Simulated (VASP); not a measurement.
Set up this calculation in VASP 6.6.1, as the native input.

```yaml
Task: single point
Functional: PBE
Potentials_or_basis: VASP PAW PBE potentials, release 64 (Ge_d, W_sv)
Cutoff: 520 eV
k_mesh: 9 × 9 × 9
Occupations: gaussian, width 0.021 eV
Spin: no spin polarisation
Dipole_correction: no
Further_INCAR_settings: ALGO = Normal; EDIFF = 1e-06; NBANDS = 21
```

The structure of GeW lies in POSCAR:

```
GeW
1.0
    0.0000000000      2.5776100000      2.5776100000
    2.5776100000      0.0000000000      2.5776100000
    2.5776100000      2.5776100000      0.0000000000
Ge W
1 1
Direct
    0.5000000000      0.5000000000      0.5000000000
    0.0000000000      0.0000000000      0.0000000000
```

The input as run:

INCAR

```
SYSTEM = GeW
PREC = Accurate
ENCUT = 520
EDIFF = 1E-6
ISMEAR = 0
SIGMA = 0.020999999999999998
LREAL = .FALSE.
LASPH = .TRUE.
NELM = 80
ALGO = Normal
ISIF = 2
LWAVE = .FALSE.
LCHARG = .TRUE.
GGA = PE
LELF = .TRUE.
LVHAR = .TRUE.
NBANDS = 21
```

KPOINTS

```
Automatic mesh
0
G
  9 9 9
  0 0 0
```

Potentials or basis: VASP PAW PBE potentials, release 64 (Ge_d, W_sv).

Run with:

```sh
$ cat potpaw_PBE.64/Ge_d/POTCAR potpaw_PBE.64/W_sv/POTCAR > POTCAR
$ mpirun -np 1 vasp_std > vasp.out
```

It gave:

```json
{
  "Pressure": "0.4 GPa",
  "Band gap on the k mesh": "zero (bands 14 and 15 overlap by 1.71 eV)"
}
```

Caveat: spin-orbit coupling is left out, which moves the levels of the heavy elements.

It took 14 s on 1 thread of Intel(R) Xeon(R) 6975P-C (Granite Rapids), on a shared host, peak memory 0.17 GiB.
